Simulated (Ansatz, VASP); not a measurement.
**One calculation of Ge, two programs**

```xyz
2
Lattice="0.0000 2.8098 2.8098 2.8098 0.0000 2.8098 2.8098 2.8098 0.0000" Properties=species:S:1:pos:R:3 pbc="T T T"
Ge    2.8098    2.8098    2.8098
Ge    4.2147    4.2147    4.2147
```

Change from the starting cell: volume scaled by 0.98, crystal datasets.

Alike in both runs: task electric field gradients; functional LDA; k mesh 10 × 10 × 10; occupations fermi-dirac, width 0.05 eV; no spin polarisation.

|  | VASP | Ansatz |
| --- | --- | --- |
| version | VASP 6.6.1 | Ansatz 0.2.0 |
| potentials or method | VASP PAW LDA potentials, release 64 (Ge_d), cutoff 520 eV | all-electron PAW with datasets made for the crystal, scalar-relativistic |

Ansatz gave:

- pressure (GPa): 0.1

Which values does VASP return?

Pressure (GPa): 0.2.

LDA's correlation is that of Perdew and Zunger in VASP and of Perdew and Wang (1992) in Ansatz. Ansatz ran all-electron here, and VASP with PAW potentials.
